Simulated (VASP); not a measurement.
# CuO (P-1) in VASP: a series of runs

The runs below take CuO through single point, with PBEsol.

Everything below comes from runs of VASP 6.6.1. Logs are shortened: lines on timing, memory, paths and dates and some standing lists are left out, and cuts for length are marked.

**1. The cell of the first run**

The typed cell holds 4 atoms: a = 2.880 Å, b = 2.880 Å, c = 5.176 Å, α = 89.81°, β = 89.81°, γ = 89.22°.

**2. Single point, PBEsol**

File INCAR:

```
SYSTEM = CuO
ALGO = Normal
EDIFF = 1E-6
ENCUT = 520
GGA = PS
ISIF = 2
ISMEAR = 0
LASPH = .TRUE.
LCHARG = .TRUE.
LELF = .TRUE.
LREAL = .FALSE.
LVHAR = .TRUE.
LWAVE = .FALSE.
NBANDS = 25
NELM = 100
PREC = Accurate
SIGMA = 0.1
```

File KPOINTS:

```
k-points
0
G
  14 14 8
  0 0 0
```

File POSCAR:

```
CuO
1.0
    2.8795009639      0.0000000000      0.0000000000
    0.0390727580      2.8792794796      0.0000000000
    0.0174953863      0.0172449008      5.1763391994
Cu O
2 2
Direct
    0.5000000000      0.0000000000      0.5000000000
    0.0000000000      0.5000000000      0.0000000000
    0.0015760300      0.9983282200      0.2501129000
    0.9984239700      0.0016717800      0.7498871000
```

Potentials or basis: VASP PAW PBE potentials, release 64 (Cu, O).

The run is started by

```bash
cat potpaw_PBE.64/Cu/POTCAR potpaw_PBE.64/O/POTCAR > POTCAR
mpirun -np 1 vasp_std > vasp.out
```

OUTCAR:

```text
SYSTEM = CuO
   EDIFF = 1E-6
   ENCUT = 520
   GGA = PS
   ISIF = 2
   ISMEAR = 0
   LASPH = .TRUE.
   LREAL = .FALSE.
   NELM = 100
   PREC = Accurate

 ion  position               nearest neighbor table
   1  0.500  0.000  0.500-   3 1.94   4 1.94   3 1.94   4 1.94
   2  0.000  0.500  0.000-   3 1.94   4 1.94   4 1.94   3 1.94
   3  0.002  0.998  0.250-   1 1.94   1 1.94   2 1.94   2 1.94
   4  0.998  0.002  0.750-   1 1.94   1 1.94   2 1.94   2 1.94

  LATTYP: Found a base centered monoclinic cell.
 ALAT       =    11.1169163425
 B/A-ratio  =     0.3638182808
 C/A-ratio  =     0.4656324948
 COS(beta)  =    -0.9295148209

  Lattice vectors:

 A1 = (   2.8620055776,  -0.0172449008,  -5.1763391994)
 A2 = (   0.0215773717,   2.8620345788,  -5.1763391994)
 A3 = (   0.0174953863,   0.0172449008,   5.1763391994)

Analysis of symmetry for initial positions (statically):
=====================================================================
 Subroutine PRICEL returns:
 Original cell was already a primitive cell.

 Routine SETGRP: Setting up the symmetry group for a
 base centered monoclinic supercell.

 Subroutine GETGRP returns: Found  2 space group operations
 (whereof  2 operations were pure point group operations)
 out of a pool of  4 trial point group operations.

The static configuration has the point symmetry S_2 .

Analysis of symmetry for dynamics (positions and initial velocities):
=====================================================================
 Subroutine PRICEL returns:
 Original cell was already a primitive cell.

 Routine SETGRP: Setting up the symmetry group for a
 base centered monoclinic supercell.

 Subroutine GETGRP returns: Found  2 space group operations
 (whereof  2 operations were pure point group operations)
 out of a pool of  4 trial point group operations.

The dynamic configuration has the point symmetry S_2 .

 Subroutine INISYM returns: Found  2 space group operations
 (whereof  2 operations are pure point group operations),
 and found     1 'primitive' translations

----------------------------------------------------------------------------------------

                                     Primitive cell

  volume of cell :      42.9164

  direct lattice vectors                    reciprocal lattice vectors
     2.879500964  0.000000000  0.000000000     0.347282398 -0.004712735 -0.001158071
     0.039072758  2.879279480  0.000000000     0.000000000  0.347309112 -0.001157055
     0.017495386  0.017244901  5.176339199     0.000000000  0.000000000  0.193186722

  length of vectors
     2.879500964  2.879544582  5.176397491     0.347316304  0.347311040  0.193186722

  position of ions in fractional coordinates (direct lattice)
     0.500000000  0.000000000  0.500000000
     1.000000000  0.500000000  0.000000000
     0.001576030  0.998328220  0.250112900
     0.998423970  0.001671780  0.749887100

  ion indices of the primitive-cell ions
   primitive index   ion index
                 1           1
                 2           2
                 3           3
                 4           4

----------------------------------------------------------------------------------------

 KPOINTS: k-points

Automatic generation of k-mesh.
 Grid dimensions read from file:
 generate k-points for:   14   14    8

 Generating k-lattice:

  Cartesian coordinates                     Fractional coordinates (reciprocal lattice)
     0.024805886 -0.000336624 -0.000082719     0.071428571 -0.000000000 -0.000000000
     0.000000000  0.024807794 -0.000082647     0.000000000  0.071428571  0.000000000
     0.000000000  0.000000000  0.024148340     0.000000000  0.000000000  0.125000000

  Length of vectors
     0.024808307  0.024807931  0.024148340

  Shift w.r.t. Gamma in fractional coordinates (k-lattice)
     0.000000000  0.000000000  0.000000000

 Subroutine IBZKPT returns following result:
 ===========================================

 Found    788 irreducible k-points:

 Following reciprocal coordinates:
            Coordinates               Weight
  0.000000  0.000000  0.000000      1.000000
  0.071429  0.000000  0.000000      2.000000
  0.000000 -0.071429  0.000000      2.000000
  0.142857 -0.000000  0.000000      2.000000
  0.000000 -0.142857  0.000000      2.000000
  0.214286  0.000000  0.000000      2.000000
[... 16 lines left out ...]
  0.357143  0.071429  0.000000      2.000000
 -0.071429 -0.357143  0.000000      2.000000
 [... further k-points ...]
   k-points           NKPTS =    788   k-points in BZ     NKDIM =    788   number of bands    NBANDS=     25
   number of dos      NEDOS =    301   number of ions     NIONS =      4
   total plane-waves  NPLWV =  23040
   dimension x,y,z NGX =    24 NGY =   24 NGZ =   40
   dimension x,y,z NGXF=    48 NGYF=   48 NGZF=   80
   ions per type =               2   2
   NGX,Y,Z   is equivalent  to a cutoff of  13.86, 13.86, 12.85 a.u.
   NGXF,Y,Z  is equivalent  to a cutoff of  27.71, 27.71, 25.69 a.u.
 SYSTEM =  CuO
   PREC   = accura    normal or accurate (medium, high low for compatibility)
   ISTART =      0    job   : 0-new  1-cont  2-samecut
   ICHARG =      2    charge: 1-file 2-atom 10-const
   ISPIN  =      1    spin polarized calculation?
   LNONCOLLINEAR =      F non collinear calculations
   LSORBIT =      F    spin-orbit coupling
   LASPH  =      T    aspherical Exc in radial PAW
   ENCUT  =  520.0 eV  38.22 Ry    6.18 a.u.   5.35  5.35  9.62*2*pi/ulx,y,z
   NELM   =    100;   NELMIN=  2; NELMDL= -5     # of ELM steps
   EDIFF  = 0.1E-05   stopping-criterion for ELM
   LREAL  =      F    real-space projection
   EDIFFG = 0.1E-04   stopping-criterion for IOM
   NSW    =      0    number of steps for IOM
   IBRION =     -1    ionic relax: 0-MD 1-quasi-New 2-CG
   NFREE  =      0    steps in history (QN), initial steepest desc. (CG)
   ISIF   =      2    stress and relaxation
   ISYM   =      2    0-nonsym 1-usesym 2-fastsym
   POTIM  = 0.5000    time-step for ionic-motion
   TEBEG  =    0.0;   TEEND  =   0.0 temperature during run
   PSTRESS=    0.0 pullay stress
   NELECT =      34.0000    total number of electrons
   NUPDOWN=      -1.0000    fix difference up-down
   EMIN   =  10.00;   EMAX   =-10.00  energy-range for DOS
   EFERMI =   0.00;   METHOD = LEGACY
   ISMEAR =     0;   SIGMA  =   0.10  broadening in eV -4-tet -1-fermi 0-gaus
   EFERMI_NEDOS =   21; number of points for ismear=-14 and -15
   IALGO  =     38    algorithm
   IMIX   =      4    mixing-type and parameters
     AMIX     =   0.40;   BMIX     =  1.00
     AMIX_MAG =   1.60;   BMIX_MAG =  1.00
  volume/ion in A,a.u.               =      10.73        72.40
  Fermi-wavevector in a.u.,A,eV,Ry     =   1.514816  2.862587 31.220846  2.294667
  Thomas-Fermi vector in A             =   2.624423
   LORBIT       =      0    0 simple, 1 ext, 2 COOP (PROOUT), +10 PAW based schemes
   GGA     = PS    functional components
   LHFCALC =     F    Hartree Fock is set to
   AEXX    =    0.0000 exact exchange contribution
   IVDW    =     0    specifies the selected vdW correction
   LEPSILON=     F    determine dielectric tensor
   LRPA    =     F    only Hartree local field effects (RPA)
 non-spin polarized calculation
 Gauss-broadening in eV      SIGMA  =   0.10
  energy-cutoff  :      520.00
  volume of cell :       42.92
 maximum number of plane-waves:      1177
 NGX is ok and might be reduce to    24
   NGX = 11   NGY = 11   NGZ = 19

 number of electron      33.9999982 magnetization

 Free energy of the ion-electron system (eV)
  ---------------------------------------------------
  ext. energy  EPLUGINS =         0.00000000
  ---------------------------------------------------
  free energy    TOTEN  =       -21.47660230 eV

  energy without entropy =      -21.46378162  energy(sigma->0) =      -21.47019196

 E-fermi :   5.1128     XC(G=0): -11.7792

 val. band max:        5.1113213742   @ k =   0.0000  -0.3571  -0.1250
 cond. band min:       5.1147051812   @ k =   0.4286   0.2857  -0.3750
 fundamental gap:      0.0033838070
 Fermi energy:         5.1127512500

 k-point     1 :       0.0000    0.0000    0.0000
  band No.  band energies     occupation
      1     -14.8460      2.00000
      2     -13.5113      2.00000
      3      -3.3402      2.00000
      4      -0.4764      2.00000
      5      -0.4482      2.00000
      6       1.2124      2.00000
[... 17 lines left out ...]
     24      19.8359      0.00000
     25      20.0501      0.00000

 k-point     2 :       0.0714    0.0000    0.0000
  band No.  band energies     occupation
      1     -14.8157      2.00000
      2     -13.5012      2.00000
      3      -3.2894      2.00000
      4      -0.5053      2.00000
      5      -0.4414      2.00000
      6       0.9358      2.00000
[... 17 lines left out ...]
     24      19.9191      0.00000
     25      20.0933      0.00000

 k-point     3 :       0.0000   -0.0714    0.0000
  band No.  band energies     occupation
      1     -14.8157      2.00000
      2     -13.5012      2.00000
      3      -3.2895      2.00000
      4      -0.4995      2.00000
      5      -0.4476      2.00000
      6       0.9359      2.00000
[... 17 lines left out ...]
     24      19.9180      0.00000
     25      20.0902      0.00000

 k-point     4 :       0.1429   -0.0000    0.0000
  band No.  band energies     occupation
      1     -14.7292      2.00000
      2     -13.4728      2.00000
      3      -3.1438      2.00000
      4      -0.5936      2.00000
      5      -0.4025      2.00000
      6       0.2797      2.00000
[... 17 lines left out ...]
     24      20.1191      0.00000
     25      20.2666      0.00000
[... 477 lines left out ...]
 k-point    22 :      -0.0714   -0.2857    0.0000
  band No.  band energies     occupation
      1     -14.4233      2.00000
      2     -13.3763      2.00000
      3      -2.6179      2.00000
      4      -1.1532      2.00000
      5      -0.7388      2.00000
      6      -0.3158      2.00000
[... 17 lines left out ...]
     24      19.5789      0.00000
     25      19.7816      0.00000

 k-point    23 :       0.3571    0.0714    0.0000
  band No.  band energies     occupation
      1     -14.2821      2.00000
      2     -13.3347      2.00000
      3      -2.3708      2.00000
      4      -1.7249      2.00000
      5      -0.7585      2.00000
      6      -0.2539      2.00000
[... 17 lines left out ...]
     24      19.0579      0.00000
     25      19.7510      0.00000

 k-point    24 :      -0.0714   -0.3571    0.0000
  band No.  band energies     occupation
      1     -14.2827      2.00000
      2     -13.3341      2.00000
      3      -2.3724      2.00000
      4      -1.7229      2.00000
      5      -0.7563      2.00000
      6      -0.2614      2.00000
[... 17 lines left out ...]
     24      19.0566      0.00000
     25      19.7506      0.00000

 [... further k-points ...]
[... 5 lines left out ...]
  --------------------------------------------------------------------------------------
  -------------------------------------------------------------------------------------
  Total       -0.0475542     -0.0605478     -0.9452261     -0.0205549      0.0002979     -0.0031884
  in kB       -1.7753170     -2.2603986    -35.2876329     -0.7673651      0.0111202     -0.1190294
  external PRESSURE =     -13.1077828 kB  Pullay stress =       0.0000000 kB

 VOLUME and BASIS-vectors are now :
 -----------------------------------------------------------------------------
  energy-cutoff  :      520.00
  volume of cell :       42.92
      direct lattice vectors                 reciprocal lattice vectors
     2.879500964  0.000000000  0.000000000     0.347282398 -0.004712735 -0.001158071
     0.039072758  2.879279480  0.000000000     0.000000000  0.347309112 -0.001157055
     0.017495386  0.017244901  5.176339199     0.000000000  0.000000000  0.193186722

 POSITION                                       TOTAL-FORCE (eV/Angst)
 -----------------------------------------------------------------------------------
      1.44850      0.00862      2.58817        -0.000000      0.000000      0.000000
      0.01954      1.43964      0.00000        -0.000000      0.000000      0.000000
      0.04792      2.87878      1.29467        -0.004898      0.006434     -0.010366
      2.88815      0.01775      3.88167         0.004898     -0.006434      0.010366
 -----------------------------------------------------------------------------------
    total drift:                                0.000000     -0.000000     -0.000000

  FREE ENERGIE OF THE ION-ELECTRON SYSTEM (eV)
  ---------------------------------------------------
  free  energy   TOTEN  =       -21.4766022955 eV

  energy  without entropy=      -21.4637816195  energy(sigma->0) =      -21.47019196
```

It took 5.5 min on 1 thread of Intel Xeon 6975P-C (Granite Rapids), shared host; peak memory 0.73 GiB.

Results:

```yaml
Free_energy: -21.4766 eV
Pressure: -1.3 GPa
Largest_force: 0.013 eV/Å
Band_gap_on_the_k_mesh: zero (band 17 reaches 5.76 eV, above the bottom of band 18 at 4.62 eV)
```

Forces on the atoms (eV/Å):
```
Cu   0.000  0.000  0.000
Cu   0.000  0.000  0.000
O   -0.005  0.006 -0.010
O    0.005 -0.006  0.010
```

Caveat: the PAW data sets were made with another functional, which shifts forces and pressure a little; semilocal functionals often make such compounds metallic where correlation or magnetic order opens a gap, which also shifts bond lengths. With open d or f shells a metallic result of PBEsol can be an artefact of self-interaction; +U or a hybrid may open a gap.

(Continued in part 2 of 2.)
